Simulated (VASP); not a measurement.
# W (Fm-3m) in VASP: notebook, part 2 of 2

VASP 6.6.1.

### Step 5. Relaxation of cell and atoms, PBEsol

This run uses another cell than the first one, of 15.85 Å³/atom, 0.953 times its volume.

File INCAR:

```
SYSTEM = W
PREC = Accurate ; ENCUT = 600
EDIFF = 1E-7 ; ISMEAR = -1
SIGMA = 0.1 ; LREAL = .False.
LASPH = .True. ; NELM = 100
ALGO = Normal ; ISIF = 3
LWAVE = .False. ; LCHARG = .False.
GGA = PS ; IBRION = 2
NSW = 80 ; EDIFFG = -0.01
```

File KPOINTS:

```
regular mesh
0
Gamma
  14 14 14
  0 0 0
```

File POSCAR:

```
W
1.0
    0.0000000000      1.9936234741      1.9936234741
    1.9936234741      0.0000000000      1.9936234741
    1.9936234741      1.9936234741      0.0000000000
W
1
Direct
    0.0000000000      0.0000000000      0.0000000000
```

Launch:

```console
> cat potpaw_PBE.64/W_sv/POTCAR > POTCAR
> mpirun -np 1 vasp_std > vasp.out
```

Run time: 91 s. Hardware: 1 thread of Intel Xeon 8259CL, shared host; peak memory 0.16 GiB.

The run converged. Its results:

```yaml
Free_energy: -13.3301 eV
Relaxed_volume: 16.03 Å³/atom
Relaxed_cell: a = 2.830 Å, b = 2.830 Å, c = 2.830 Å, α = 60.00°, β = 60.00°, γ = 60.00°
Space_group_after_relaxing_to_0.05_Å: Fm-3m (No. 225)
Energy_gained_by_relaxing: 2.0 meV/atom
Ionic_steps: 3
Pressure_after_relaxing: -0.1 GPa
Band_gap_on_the_k_mesh: zero (band 7 reaches 13.84 eV, above the bottom of band 8 at 10.05 eV)
```

Step by step:
```tsv
step	energy change (eV)	largest force (eV/Å)	pressure (GPa)	volume (Å³)
1	0.0000	0.0000	3.54	15.85
2	0.0204	0.0000	-10.92	16.66
3	-0.0020	0.0000	-0.06	16.03
```

Final structure:
```
CELL_PARAMETERS angstrom
0.00000 2.00133 2.00133
2.00133 0.00000 2.00133
2.00133 2.00133 0.00000
ATOMIC_POSITIONS crystal
W 0.00000 0.00000 0.00000
```

Levels at points of the mesh, in eV from the Fermi level:
```csv
k point,band 4,band 5,band 6,band 7,band 8,band 9,band 10,band 11
"(0.00, 0.00, 0.00)",-37.17,-9.12,-0.58,-0.58,-0.58,2.64,2.64,12.87
"(0.50, 0.00, 0.00)",-37.34,-5.73,-0.82,-0.82,0.73,5.22,5.22,10.64
"(0.50, 0.50, 0.00)",-37.62,-5.66,-4.66,3.21,5.18,5.99,5.99,11.95
```

Caveat: the PAW data sets were made with another functional, which shifts forces and pressure a little; spin-orbit coupling is left out, which moves the levels of the heavy elements.

### Step 6. Single point, PBEsol

This run uses another cell than the first one, of 15.99 Å³/atom, 0.962 times its volume.

File INCAR:

```
  ALGO = Normal
  EDIFF = 1E-7
  ENCUT = 520
  GGA = PS
  ISIF = 2
  ISMEAR = -1
  LASPH = T
  LCHARG = T
  LELF = T
  LREAL = F
  LVHAR = T
  LWAVE = F
  NBANDS = 13
  NELM = 100
  PREC = Accurate
  SIGMA = 0.1
```

File KPOINTS:

```
k-points
0
Gamma
  22 22 22
```

File POSCAR:

```
W
1.0
    0.0000000000      1.9996739974      1.9996739974
    1.9996739974      0.0000000000      1.9996739974
    1.9996739974      1.9996739974      0.0000000000
W
1
Direct
    0.0000000000      0.0000000000      0.0000000000
```

Potentials or basis: VASP PAW PBE potentials, release 64 (W_sv).

Launch:

```console
> cat potpaw_PBE.64/W_sv/POTCAR > POTCAR
> mpirun -np 1 vasp_std > vasp.out
```

OUTCAR:

```text
EDIFF = 1E-7
   ENCUT = 520
   GGA = PS
   ISIF = 2
   ISMEAR = -1
   LASPH = T
   LREAL = F
   NELM = 100
   PREC = Accurate

 ion  position               nearest neighbor table
   1  0.000  0.000  0.000-

  LATTYP: Found a face centered cubic cell.
 ALAT       =     3.9993479948

  Lattice vectors:

 A1 = (   0.0000000000,   1.9996739974,   1.9996739974)
 A2 = (   1.9996739974,   0.0000000000,   1.9996739974)
 A3 = (   1.9996739974,   1.9996739974,   0.0000000000)

Analysis of symmetry for initial positions (statically):
=====================================================================
 Subroutine PRICEL returns:
 Original cell was already a primitive cell.

 Routine SETGRP: Setting up the symmetry group for a
 face centered cubic supercell.

 Subroutine GETGRP returns: Found 48 space group operations
 (whereof 48 operations were pure point group operations)
 out of a pool of 48 trial point group operations.

The static configuration has the point symmetry O_h .

Analysis of symmetry for dynamics (positions and initial velocities):
=====================================================================
 Subroutine PRICEL returns:
 Original cell was already a primitive cell.

 Routine SETGRP: Setting up the symmetry group for a
 face centered cubic supercell.

 Subroutine GETGRP returns: Found 48 space group operations
 (whereof 48 operations were pure point group operations)
 out of a pool of 48 trial point group operations.

The dynamic configuration has the point symmetry O_h .

 Subroutine INISYM returns: Found 48 space group operations
 (whereof 48 operations are pure point group operations),
 and found     1 'primitive' translations

----------------------------------------------------------------------------------------

                                     Primitive cell

  volume of cell :      15.9922

  direct lattice vectors                    reciprocal lattice vectors
     0.000000000  1.999673997  1.999673997    -0.250040757  0.250040757  0.250040757
     1.999673997  0.000000000  1.999673997     0.250040757 -0.250040757  0.250040757
     1.999673997  1.999673997  0.000000000     0.250040757  0.250040757 -0.250040757

  length of vectors
     2.827966087  2.827966087  2.827966087     0.433083295  0.433083295  0.433083295

  position of ions in fractional coordinates (direct lattice)
     0.000000000  0.000000000  0.000000000

  ion indices of the primitive-cell ions
   primitive index   ion index
                 1           1

----------------------------------------------------------------------------------------

 KPOINTS: k-points

Automatic generation of k-mesh.
 Grid dimensions read from file:
 generate k-points for:   22   22   22

 Generating k-lattice:

  Cartesian coordinates                     Fractional coordinates (reciprocal lattice)
    -0.011365489  0.011365489  0.011365489     0.045454545  0.000000000  0.000000000
     0.011365489 -0.011365489  0.011365489     0.000000000  0.045454545  0.000000000
     0.011365489  0.011365489 -0.011365489     0.000000000  0.000000000  0.045454545

  Length of vectors
     0.019685604  0.019685604  0.019685604

  Shift w.r.t. Gamma in fractional coordinates (k-lattice)
     0.000000000  0.000000000  0.000000000

 Subroutine IBZKPT returns following result:
 ===========================================

 Found    328 irreducible k-points:

 Following reciprocal coordinates:
            Coordinates               Weight
  0.000000  0.000000  0.000000      1.000000
  0.045455  0.000000  0.000000      8.000000
  0.090909  0.000000  0.000000      8.000000
  0.136364  0.000000  0.000000      8.000000
  0.181818  0.000000  0.000000      8.000000
  0.227273  0.000000  0.000000      8.000000
[... 16 lines left out ...]
  0.500000  0.045455  0.000000     24.000000
 -0.454545  0.045455  0.000000     24.000000
 [... further k-points ...]
   k-points           NKPTS =    328   k-points in BZ     NKDIM =    328   number of bands    NBANDS=     13
   number of dos      NEDOS =    301   number of ions     NIONS =      1
   total plane-waves  NPLWV =  13824
   dimension x,y,z NGX =    24 NGY =   24 NGZ =   24
   dimension x,y,z NGXF=    48 NGYF=   48 NGZF=   48
   ions per type =               1
   NGX,Y,Z   is equivalent  to a cutoff of  14.11, 14.11, 14.11 a.u.
   NGXF,Y,Z  is equivalent  to a cutoff of  28.22, 28.22, 28.22 a.u.
 SYSTEM =  unknown system
   PREC   = accura    normal or accurate (medium, high low for compatibility)
   ISTART =      0    job   : 0-new  1-cont  2-samecut
   ICHARG =      2    charge: 1-file 2-atom 10-const
   ISPIN  =      1    spin polarized calculation?
   LNONCOLLINEAR =      F non collinear calculations
   LSORBIT =      F    spin-orbit coupling
   LASPH  =      T    aspherical Exc in radial PAW
   ENCUT  =  520.0 eV  38.22 Ry    6.18 a.u.   5.26  5.26  5.26*2*pi/ulx,y,z
   NELM   =    100;   NELMIN=  2; NELMDL= -5     # of ELM steps
   EDIFF  = 0.1E-06   stopping-criterion for ELM
   LREAL  =      F    real-space projection
   EDIFFG = 0.1E-05   stopping-criterion for IOM
   NSW    =      0    number of steps for IOM
   IBRION =     -1    ionic relax: 0-MD 1-quasi-New 2-CG
   NFREE  =      0    steps in history (QN), initial steepest desc. (CG)
   ISIF   =      2    stress and relaxation
   ISYM   =      2    0-nonsym 1-usesym 2-fastsym
   POTIM  = 0.5000    time-step for ionic-motion
   TEBEG  =    0.0;   TEEND  =   0.0 temperature during run
   PSTRESS=    0.0 pullay stress
   NELECT =      14.0000    total number of electrons
   NUPDOWN=      -1.0000    fix difference up-down
   EMIN   =  10.00;   EMAX   =-10.00  energy-range for DOS
   EFERMI =   0.00;   METHOD = LEGACY
   ISMEAR =    -1;   SIGMA  =   0.10  broadening in eV -4-tet -1-fermi 0-gaus
   EFERMI_NEDOS =   21; number of points for ismear=-14 and -15
   IALGO  =     38    algorithm
   IMIX   =      4    mixing-type and parameters
     AMIX     =   0.40;   BMIX     =  1.00
     AMIX_MAG =   1.60;   BMIX_MAG =  1.00
  volume/ion in A,a.u.               =      15.99       107.92
  Fermi-wavevector in a.u.,A,eV,Ry     =   1.566084  2.959469 33.369897  2.452618
  Thomas-Fermi vector in A             =   2.668464
   LORBIT       =      0    0 simple, 1 ext, 2 COOP (PROOUT), +10 PAW based schemes
   GGA     = PS    functional components
   LHFCALC =     F    Hartree Fock is set to
   AEXX    =    0.0000 exact exchange contribution
   IVDW    =     0    specifies the selected vdW correction
   LEPSILON=     F    determine dielectric tensor
   LRPA    =     F    only Hartree local field effects (RPA)
 non-spin polarized calculation
  energy-cutoff  :      520.00
  volume of cell :       15.99
 maximum number of plane-waves:       444
 NGX is ok and might be reduce to    24
   NGX = 11   NGY = 11   NGZ = 11

 number of electron      14.0000000 magnetization

 Free energy of the ion-electron system (eV)
  ---------------------------------------------------
  ext. energy  EPLUGINS =         0.00000000
  ---------------------------------------------------
  free energy    TOTEN  =       -13.32990698 eV

  energy without entropy =      -13.29142801  energy(sigma->0) =      -13.31066750

 E-fermi :  10.6846     XC(G=0): -13.7009

 val. band max:       10.6782320987   @ k =   0.1818   0.0909   0.0000
 cond. band min:      10.6870862348   @ k =   0.3182   0.3182   0.0000
 fundamental gap:      0.0088541361
 Fermi energy:        10.6846420210

 k-point     1 :       0.0000    0.0000    0.0000
  band No.  band energies     occupation
      1     -62.9022      2.00000
      2     -26.4943      2.00000
      3     -26.4943      2.00000
      4     -26.4943      2.00000
      5       1.5347      2.00000
      6      10.0824      1.99517
      7      10.0824      1.99517
      8      10.0824      1.99517
      9      13.3172      0.00000
     10      13.3172      0.00000
     11      23.5343      0.00000
     12      28.8444      0.00000
     13      28.8444      0.00000
[... 353 lines left out ...]
 k-point    24 :      -0.4545    0.0455    0.0000
  band No.  band energies     occupation
      1     -62.7822      2.00000
      2     -27.7323      2.00000
      3     -26.6822      2.00000
      4     -26.6622      2.00000
      5       5.0060      2.00000
      6       9.7326      1.99985
      7       9.9184      1.99906
      8      11.1951      0.01207
      9      15.7169      0.00000
     10      16.1204      0.00000
     11      21.3456      0.00000
     12      23.4885      0.00000
     13      29.5591      0.00000

 [... further k-points ...]

------------------------ aborting loop because EDIFF is reached ----------------------------------------

  FORCE on cell =-STRESS in cart. coord.  units (eV):
  Direction    XX          YY          ZZ          XY          YZ          ZX
  --------------------------------------------------------------------------------------
  -------------------------------------------------------------------------------------
  Total        0.0452311      0.0452311      0.0452311      0.0000000      0.0000000      0.0000000
  in kB        4.5314832      4.5314832      4.5314832      0.0000000      0.0000000      0.0000000
  external PRESSURE =       4.5314832 kB  Pullay stress =       0.0000000 kB

 VOLUME and BASIS-vectors are now :
 -----------------------------------------------------------------------------
  energy-cutoff  :      520.00
  volume of cell :       15.99
      direct lattice vectors                 reciprocal lattice vectors
     0.000000000  1.999673997  1.999673997    -0.250040757  0.250040757  0.250040757
     1.999673997  0.000000000  1.999673997     0.250040757 -0.250040757  0.250040757
     1.999673997  1.999673997  0.000000000     0.250040757  0.250040757 -0.250040757

 POSITION                                       TOTAL-FORCE (eV/Angst)
 -----------------------------------------------------------------------------------
      0.00000      0.00000      0.00000         0.000000      0.000000      0.000000
 -----------------------------------------------------------------------------------
    total drift:                                0.000000     -0.000000     -0.000000

  FREE ENERGIE OF THE ION-ELECTRON SYSTEM (eV)
  ---------------------------------------------------
  free  energy   TOTEN  =       -13.3299069772 eV

  energy  without entropy=      -13.2914280132  energy(sigma->0) =      -13.31066750
```

Run time: 2.2 min. Hardware: 1 thread of Intel Xeon 8259CL, shared host; peak memory 0.19 GiB.

Results:

| Quantity | Value |
| --- | --- |
| Free energy | -13.3299 eV |
| Pressure | 0.5 GPa |
| Band gap on the k mesh | zero (band 7 reaches 13.89 eV, above the bottom of band 8 at 10.08 eV) |

Caveat: the PAW data sets were made with another functional, which shifts forces and pressure a little; spin-orbit coupling is left out, which moves the levels of the heavy elements.

### Step 7. Overview

```csv
task,cell,k mesh,cutoff (eV),gap on the mesh (eV),pressure (GPa)
single point,"a = 2.865 Å, angles 60.0°, 1 atom",15 × 15 × 15,520,none,-10.7
single point,"a = 2.901 Å, angles 60.0°, 1 atom",15 × 15 × 15,520,none,-19.6
single point,"a = 2.937 Å, angles 60.0°, 1 atom",15 × 15 × 15,520,none,-26.9
relaxation of cell and atoms,"relaxed from a = 2.819 Å, angles 60.0°, 1 atom",14 × 14 × 14,600,none,-0.1
single point,"a = 2.828 Å, angles 60.0°, 1 atom",22 × 22 × 22,520,none,0.5
```

Alike in all rows: level PBEsol; potentials or basis VASP PAW PBE potentials, release 64 (W_sv); no spin polarisation; smearing fermi-dirac 0.1 eV.

Caveats: the PAW data sets were made with another functional, which shifts forces and pressure a little; spin-orbit coupling is left out, which moves the levels of the heavy elements.

Absolute energies hang on the potentials; compare differences alone.
